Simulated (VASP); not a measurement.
# Sn (I4_1/amd) in VASP: single point with r2SCAN

Aim: the single point of Sn with r2SCAN.

Everything below comes from runs of VASP 6.6.1. Logs are shortened: lines on timing, memory, paths and dates and some standing lists are left out, and cuts for length are marked.

**1. The cell of the first run**

Symmetry: I4_1/amd, No. 141, tetragonal system. The conventional cell has a = 5.931 Å, b = 5.931 Å, c = 3.205 Å, α = 90.00°, β = 90.00°, γ = 90.00°. Sn (site symmetry -4m2) has 10 Sn at 3.07 to 3.82 Å within 4.0 Å.

**2. Single point, r2SCAN (28.19 Å³/atom)**

POSCAR

```
Sn
1.0
   -2.9656892601      2.9656892601      1.6027429386
    2.9656892601     -2.9656892601      1.6027429386
    2.9656892601      2.9656892601     -1.6027429386
Sn
2
Direct
    0.0000000000      0.0000000000      0.0000000000
    0.7500000000      0.2500000000      0.5000000000
```

INCAR.step1

```
  PREC = Accurate
  ENCUT = 550
  ISMEAR = 0
  SIGMA = 0.05
  LREAL = False
  LASPH = True
  NELM = 120
  NBANDS = 21
  GGA = PE
  ALGO = Normal
  EDIFF = 1E-5
  LWAVE = True
  LCHARG = False
  GGA_COMPAT = False
```

INCAR.step2

```
  PREC = Accurate
  ENCUT = 550
  EDIFF = 1E-6
  ISMEAR = 0
  SIGMA = 0.05
  LREAL = False
  LASPH = True
  NELM = 120
  ALGO = Normal
  ISIF = 2
  LWAVE = False
  LCHARG = False
  METAGGA = R2SCAN
  LMIXTAU = True
  NBANDS = 21
  ISTART = 1
  GGA_COMPAT = False
```

KPOINTS

```
Automatic mesh
0
Gamma
  16 16 16
```

Potentials or basis: VASP PAW PBE potentials, release 64 (Sn_d).

The run is started by

```bash
> cat potpaw_PBE.64/Sn_d/POTCAR > POTCAR
> cp INCAR.step1 INCAR
> mpirun -np 1 vasp_std > vasp.out
> cp INCAR.step2 INCAR
> mpirun -np 1 vasp_std > vasp.out
```

OUTCAR:

```text
PREC = Accurate
   ENCUT = 550
   EDIFF = 1E-6
   ISMEAR = 0
   LREAL = False
   LASPH = True
   NELM = 120
   ISIF = 2
   METAGGA = R2SCAN
   ISTART = 1

 ion  position               nearest neighbor table
   1  0.000  0.000  0.000-   2 3.07   2 3.07   2 3.07   2 3.07
   2  0.750  0.250  0.500-   1 3.07   1 3.07   1 3.07   1 3.07

  LATTYP: Found a body centered tetragonal cell.
 ALAT       =     5.9313785202
 C/A-ratio  =     0.5404284799

  Lattice vectors:

 A1 = (  -2.9656892601,   2.9656892601,   1.6027429386)
 A2 = (   2.9656892601,  -2.9656892601,   1.6027429386)
 A3 = (   2.9656892601,   2.9656892601,  -1.6027429386)

Analysis of symmetry for initial positions (statically):
=====================================================================
 Subroutine PRICEL returns:
 Original cell was already a primitive cell.

 Routine SETGRP: Setting up the symmetry group for a
 body centered tetragonal supercell.

 Subroutine GETGRP returns: Found 16 space group operations
 (whereof  8 operations were pure point group operations)
 out of a pool of 16 trial point group operations.

The static configuration has the point symmetry D_2d.
 The point group associated with its full space group is D_4h.

Analysis of symmetry for dynamics (positions and initial velocities):
=====================================================================
 Subroutine PRICEL returns:
 Original cell was already a primitive cell.

 Routine SETGRP: Setting up the symmetry group for a
 body centered tetragonal supercell.

 Subroutine GETGRP returns: Found 16 space group operations
 (whereof  8 operations were pure point group operations)
 out of a pool of 16 trial point group operations.

The dynamic configuration has the point symmetry D_2d.
 The point group associated with its full space group is D_4h.

 Subroutine INISYM returns: Found 16 space group operations
 (whereof  8 operations are pure point group operations),
 and found     1 'primitive' translations

----------------------------------------------------------------------------------------

                                     Primitive cell

  volume of cell :      56.3865

  direct lattice vectors                    reciprocal lattice vectors
    -2.965689260  2.965689260  1.602742939     0.000000000  0.168594872  0.311965187
     2.965689260 -2.965689260  1.602742939     0.168594872  0.000000000  0.311965187
     2.965689260  2.965689260 -1.602742939     0.168594872  0.168594872  0.000000000

  length of vectors
     4.489923218  4.489923218  4.489923218     0.354607541  0.354607541  0.238429154

  position of ions in fractional coordinates (direct lattice)
     0.000000000  0.000000000  0.000000000
     0.750000000  0.250000000  0.500000000

  ion indices of the primitive-cell ions
   primitive index   ion index
                 1           1
                 2           2

----------------------------------------------------------------------------------------

 KPOINTS: Automatic mesh

Automatic generation of k-mesh.
 Grid dimensions read from file:
 generate k-points for:   16   16   16

 Generating k-lattice:

  Cartesian coordinates                     Fractional coordinates (reciprocal lattice)
     0.000000000  0.010537179  0.019497824     0.062500000  0.000000000 -0.000000000
     0.010537179  0.000000000  0.019497824     0.000000000  0.062500000 -0.000000000
     0.010537179  0.010537179  0.000000000     0.000000000  0.000000000  0.062500000

  Length of vectors
     0.022162971  0.022162971  0.014901822

  Shift w.r.t. Gamma in fractional coordinates (k-lattice)
     0.000000000  0.000000000  0.000000000

 Subroutine IBZKPT returns following result:
 ===========================================

 Found    349 irreducible k-points:

 Following reciprocal coordinates:
            Coordinates               Weight
  0.000000  0.000000  0.000000      1.000000
  0.062500  0.000000  0.000000      8.000000
  0.125000  0.000000  0.000000      8.000000
  0.187500  0.000000  0.000000      8.000000
  0.250000  0.000000  0.000000      8.000000
  0.312500  0.000000  0.000000      8.000000
[... 16 lines left out ...]
 -0.125000  0.062500  0.000000     16.000000
 -0.062500  0.062500  0.000000      4.000000
 [... further k-points ...]
   k-points           NKPTS =    349   k-points in BZ     NKDIM =    349   number of bands    NBANDS=     21
   number of dos      NEDOS =    301   number of ions     NIONS =      2
   total plane-waves  NPLWV =  46656
   dimension x,y,z NGX =    36 NGY =   36 NGZ =   36
   dimension x,y,z NGXF=    72 NGYF=   72 NGZF=   72
   ions per type =               2
   NGX,Y,Z   is equivalent  to a cutoff of  13.33, 13.33, 13.33 a.u.
   NGXF,Y,Z  is equivalent  to a cutoff of  26.66, 26.66, 26.66 a.u.
 SYSTEM =  unknown system
   PREC   = accura    normal or accurate (medium, high low for compatibility)
   ISTART =      1    job   : 0-new  1-cont  2-samecut
   ICHARG =      0    charge: 1-file 2-atom 10-const
   ISPIN  =      1    spin polarized calculation?
   LNONCOLLINEAR =      F non collinear calculations
   LSORBIT =      F    spin-orbit coupling
   LASPH  =      T    aspherical Exc in radial PAW
   ENCUT  =  550.0 eV  40.42 Ry    6.36 a.u.   8.59  8.59  8.59*2*pi/ulx,y,z
   NELM   =    120;   NELMIN=  2; NELMDL=  0     # of ELM steps
   EDIFF  = 0.1E-05   stopping-criterion for ELM
   LREAL  =      F    real-space projection
   EDIFFG = 0.1E-04   stopping-criterion for IOM
   NSW    =      0    number of steps for IOM
   IBRION =     -1    ionic relax: 0-MD 1-quasi-New 2-CG
   NFREE  =      0    steps in history (QN), initial steepest desc. (CG)
   ISIF   =      2    stress and relaxation
   ISYM   =      2    0-nonsym 1-usesym 2-fastsym
   POTIM  = 0.5000    time-step for ionic-motion
   TEBEG  =    0.0;   TEEND  =   0.0 temperature during run
   PSTRESS=    0.0 pullay stress
   NELECT =      28.0000    total number of electrons
   NUPDOWN=      -1.0000    fix difference up-down
   EMIN   =  10.00;   EMAX   =-10.00  energy-range for DOS
   EFERMI =   0.00;   METHOD = LEGACY
   ISMEAR =     0;   SIGMA  =   0.05  broadening in eV -4-tet -1-fermi 0-gaus
   EFERMI_NEDOS =   21; number of points for ismear=-14 and -15
   IALGO  =     38    algorithm
   IMIX   =      4    mixing-type and parameters
     AMIX     =   0.40;   BMIX     =  1.00
     AMIX_MAG =   1.60;   BMIX_MAG =  1.00
  volume/ion in A,a.u.               =      28.19       190.26
  Fermi-wavevector in a.u.,A,eV,Ry     =   1.296390  2.449823 22.866331  1.680628
  Thomas-Fermi vector in A             =   2.427850
   LORBIT       =      0    0 simple, 1 ext, 2 COOP (PROOUT), +10 PAW based schemes
   METAGGA = R2SCAN    functional components
   LHFCALC =     F    Hartree Fock is set to
   AEXX    =    0.0000 exact exchange contribution
   IVDW    =     0    specifies the selected vdW correction
   LEPSILON=     F    determine dielectric tensor
   LRPA    =     F    only Hartree local field effects (RPA)
 non-spin polarized calculation
 Gauss-broadening in eV      SIGMA  =   0.05
  energy-cutoff  :      550.00
  volume of cell :       56.39
 maximum number of plane-waves:      1682
   NGX = 17   NGY = 17   NGZ = 17

 number of electron      27.9999989 magnetization

 Free energy of the ion-electron system (eV)
  ---------------------------------------------------
  ext. energy  EPLUGINS =         0.00000000
  ---------------------------------------------------
  free energy    TOTEN  =       -49.24432449 eV

  energy without entropy =      -49.24293089  energy(sigma->0) =      -49.24362769

 E-fermi :   7.4610     XC(G=0): -10.9281

 val. band max:        7.4605174124   @ k =  -0.4375   0.1875   0.0000
 cond. band min:       7.4623675398   @ k =   0.1875   0.1250   0.0000
 fundamental gap:      0.0018501274
 Fermi energy:         7.4609675805

 k-point     1 :       0.0000    0.0000    0.0000
  band No.  band energies     occupation
      1     -14.8525      2.00000
      2     -14.7809      2.00000
      3     -14.7289      2.00000
      4     -14.7252      2.00000
      5     -14.5719      2.00000
      6     -14.5719      2.00000
[... 13 lines left out ...]
     20      17.5047      0.00000
     21      18.2188      0.00000

 k-point     2 :       0.0625    0.0000    0.0000
  band No.  band energies     occupation
      1     -14.8502      2.00000
      2     -14.7727      2.00000
      3     -14.7226      2.00000
      4     -14.7192      2.00000
      5     -14.5780      2.00000
      6     -14.5775      2.00000
[... 13 lines left out ...]
     20      17.4724      0.00000
     21      17.9728      0.00000

 k-point     3 :       0.1250    0.0000    0.0000
  band No.  band energies     occupation
      1     -14.8431      2.00000
      2     -14.7499      2.00000
      3     -14.7149      2.00000
      4     -14.6934      2.00000
      5     -14.5920      2.00000
      6     -14.5868      2.00000
[... 13 lines left out ...]
     20      16.6529      0.00000
     21      16.8059      0.00000

 k-point     4 :       0.1875    0.0000    0.0000
  band No.  band energies     occupation
      1     -14.8317      2.00000
      2     -14.7187      2.00000
      3     -14.7034      2.00000
      4     -14.6630      2.00000
      5     -14.6099      2.00000
      6     -14.5898      2.00000
[... 13 lines left out ...]
     20      15.7605      0.00000
     21      16.2668      0.00000

 k-point     5 :       0.2500    0.0000    0.0000
  band No.  band energies     occupation
      1     -14.8177      2.00000
      2     -14.6906      2.00000
      3     -14.6905      2.00000
      4     -14.6500      2.00000
      5     -14.6280      2.00000
      6     -14.5895      2.00000
[... 13 lines left out ...]
     20      15.0696      0.00000
     21      16.4114      0.00000
[... 382 lines left out ...]
     20      16.0608      0.00000
     21      16.2804      0.00000

 k-point    22 :      -0.1875    0.0625   -0.0000
  band No.  band energies     occupation
      1     -14.8346      2.00000
      2     -14.7518      2.00000
      3     -14.7080      2.00000
      4     -14.7003      2.00000
      5     -14.5916      2.00000
      6     -14.5811      2.00000
[... 13 lines left out ...]
     20      16.7546      0.00000
     21      17.0214      0.00000

 k-point    23 :      -0.1250    0.0625    0.0000
  band No.  band energies     occupation
      1     -14.8441      2.00000
      2     -14.7737      2.00000
      3     -14.7232      2.00000
      4     -14.7175      2.00000
      5     -14.5794      2.00000
      6     -14.5741      2.00000
[... 13 lines left out ...]
     20      17.6297      0.00000
     21      18.0211      0.00000

 k-point    24 :      -0.0625    0.0625    0.0000
  band No.  band energies     occupation
      1     -14.8493      2.00000
      2     -14.7813      2.00000
      3     -14.7308      2.00000
      4     -14.7227      2.00000
      5     -14.5734      2.00000
      6     -14.5703      2.00000
[... 13 lines left out ...]
     20      17.7326      0.00000
     21      18.2084      0.00000

 [... further k-points ...]

------------------------ aborting loop because EDIFF is reached ----------------------------------------

  FORCE on cell =-STRESS in cart. coord.  units (eV):
  Direction    XX          YY          ZZ          XY          YZ          ZX
  --------------------------------------------------------------------------------------
  -------------------------------------------------------------------------------------
  Total       -0.4147220     -0.4147220     -0.3899091      0.0000000      0.0000000      0.0000000
  in kB      -11.7839942    -11.7839942    -11.0789537      0.0000000      0.0000000      0.0000000
  external PRESSURE =     -11.5489807 kB  Pullay stress =       0.0000000 kB

 VOLUME and BASIS-vectors are now :
 -----------------------------------------------------------------------------
  energy-cutoff  :      550.00
  volume of cell :       56.39
      direct lattice vectors                 reciprocal lattice vectors
    -2.965689260  2.965689260  1.602742939     0.000000000  0.168594872  0.311965187
     2.965689260 -2.965689260  1.602742939     0.168594872  0.000000000  0.311965187
     2.965689260  2.965689260 -1.602742939     0.168594872  0.168594872  0.000000000

 POSITION                                       TOTAL-FORCE (eV/Angst)
 -----------------------------------------------------------------------------------
      0.00000      0.00000      0.00000        -0.000000      0.000000     -0.000000
     -0.00000      2.96569      0.80137         0.000000     -0.000000      0.000000
 -----------------------------------------------------------------------------------
    total drift:                               -0.000000      0.000000     -0.000000

  FREE ENERGIE OF THE ION-ELECTRON SYSTEM (eV)
  ---------------------------------------------------
  free  energy   TOTEN  =       -49.2443244861 eV

  energy  without entropy=      -49.2429308853  energy(sigma->0) =      -49.24362769
```

Run time: 24 min. Hardware: 1 thread of AMD EPYC 9R45 (Zen 5), shared host; peak memory 0.44 GiB.

Results:

* Free energy: -49.2443 eV
* Pressure: -1.2 GPa
* Band gap on the k mesh: zero (bands 14 and 15 overlap by 4.26 eV)

Levels at points of the mesh, in eV from the Fermi level:
```
           k point  band 11  band 12  band 13  band 14  band 15  band 16  band 17  band 18
(0.00, 0.00, 0.00)   -11.39    -3.87    -2.10    -2.10     3.37     6.28     6.28     7.07
(0.50, 0.00, 0.00)    -7.08    -5.48    -2.38    -1.82    -1.18     2.55     2.91     4.75
(0.50, 0.50, 0.00)    -9.13    -9.13     0.51     0.51     1.65     1.65     6.36     6.36
(0.50, 0.50, 0.50)    -7.82    -7.82    -4.83    -4.83     5.35     5.35     9.44     9.44
```

Caveat: the PAW data sets were made with another functional, which shifts forces and pressure a little; spin-orbit coupling is left out, which moves the levels of the heavy elements.
